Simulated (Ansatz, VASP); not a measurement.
**One calculation of Zn, two programs**

Contents of INCAR:

```
SYSTEM = Zn
  ALGO = Normal
  EDIFF = 1E-6
  ENCUT = 520
  GGA = PS
  ISIF = 2
  ISMEAR = -1
  LASPH = .TRUE.
  LCHARG = .FALSE.
  LREAL = .FALSE.
  LWAVE = .FALSE.
  NBANDS = 19
  NELM = 80
  PREC = Accurate
  SIGMA = 0.03
```

Contents of KPOINTS:

```
k-points
0
G
  16 16 8
  0 0 0
```

File POSCAR:

```
Zn
1.0
    2.6287828538      0.0000000000      0.0000000000
   -1.3143914269      2.2765927324      0.0000000000
    0.0000000000      0.0000000000      4.8798445072
Zn
2
Direct
    0.3333333333      0.6666666667      0.2500000000
    0.6666666667      0.3333333333      0.7500000000
```

Input for Ansatz:

```yaml
crystal:
  lattice:
    - [2.6287828538, 0.0, 0.0]
    - [-1.3143914269, 2.2765927324, 0.0]
    - [0.0, 0.0, 4.8798445072]
  atoms:
    - { symbol: Zn, position: [0.3333333333, 0.6666666667, 0.25] }
    - { symbol: Zn, position: [0.6666666667, 0.3333333333, 0.75] }
kpoints:
  mp_grid: { grid: [16, 16, 8] }
  band_path:
    path:
      - [0.0, 0.0, 0.0]
      - [0.5, 0.0, 0.0]
      - [0.3333333333, 0.3333333333, 0.0]
      - [0.0, 0.0, 0.0]
      - [0.0, 0.0, 0.5]
      - [0.5, 0.0, 0.5]
      - [0.3333333333, 0.3333333333, 0.5]
      - [0.0, 0.0, 0.5]
      - [0.5, 0.0, 0.5]
    npoints: 5
scf:
  occupations: { method: fermi_dirac, width: 0.03 }
hamiltonian:
  xc: pbesol
  pseudopotentials: { kind: all_electron, lapw: { basis_error: 0.00025 } }
output:
  forces: true
  stress: true
  eigenvalues: true
```

Change from the starting cell: volume scaled by 0.96.

Alike in both runs: task single point; functional PBEsol; k mesh 16 × 16 × 8; occupations fermi-dirac, width 0.03 eV; no spin polarisation.

|  | VASP | Ansatz |
| --- | --- | --- |
| version | VASP 6.6.1 | Ansatz 0.2.0 |
| potentials or method | VASP PAW PBE potentials, release 64 (Zn), cutoff 520 eV | all-electron LAPW, scalar-relativistic |

|  | VASP | Ansatz | Ansatz less VASP |
| --- | --- | --- | --- |
| pressure (GPa) | -2.2 | -2.6 | -0.40 |
| traceless stress, the component that is largest in VASP (GPa) | -0.55 | -0.41 | +0.141 |

VASP's potentials were made for PBE, not for PBEsol. Ansatz ran all-electron here, and VASP with PAW potentials.
